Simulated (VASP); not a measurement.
Set up this calculation in VASP 6.6.1, as the native input.

| Item | Value |
| --- | --- |
| Task | single point |
| Functional | LDA |
| Potentials or basis | VASP PAW LDA potentials, release 64 (Ba_sv, Zr_sv, O) |
| Cutoff | 520 eV |
| k mesh | 4 × 4 × 4 |
| Occupations | gaussian, width 0.01 eV |
| Spin | no spin polarisation |
| Dipole correction | no |
| Further INCAR settings | ALGO = Normal; EDIFF = 1e-06; NBANDS = 28 |

The structure of BaZrO3 lies in POSCAR:

```
BaZrO3
1.0
    4.0481197956      0.0000000000      0.0000000000
    0.0000000000      4.0481197956      0.0000000000
    0.0000000000      0.0000000000      4.0481197956
Ba Zr O
1 1 3
Direct
    0.0000000000      0.0000000000      0.0000000000
    0.5000000000      0.5000000000      0.5000000000
    0.0000000000      0.5000000000      0.5000000000
    0.5000000000      0.0000000000      0.5000000000
    0.5000000000      0.5000000000      0.0000000000
```

These files were run (other wordings do the same):

INCAR

```
SYSTEM = BaZrO3
ALGO = Normal ; EDIFF = 1E-6
ENCUT = 520 ; GGA = CA
ISIF = 2 ; ISMEAR = 0
LASPH = .TRUE. ; LCHARG = .TRUE.
LELF = .TRUE. ; LREAL = .FALSE.
LVHAR = .TRUE. ; LWAVE = .FALSE.
NBANDS = 28 ; NELM = 60
PREC = Accurate ; SIGMA = 0.01
```

KPOINTS

```
k-points
0
G
  4 4 4
  0 0 0
```

Potentials or basis: VASP PAW LDA potentials, release 64 (Ba_sv, Zr_sv, O).

Launch:

```bash
$ cat potpaw_LDA.64/Ba_sv/POTCAR potpaw_LDA.64/Zr_sv/POTCAR potpaw_LDA.64/O/POTCAR > POTCAR
$ mpirun -np 1 vasp_std > vasp.out
```

It gave:

| Item | Value |
| --- | --- |
| Pressure | 17.0 GPa |
| Band gap on the k mesh | 3.26 eV, indirect (least direct gap 3.31 eV) |

Caveat: spin-orbit coupling is left out, which moves the levels of the heavy elements.

It took 30 s on 1 thread of AMD EPYC 7R43 64-Core Processor (Zen 3), on a shared host, peak memory 0.12 GiB.
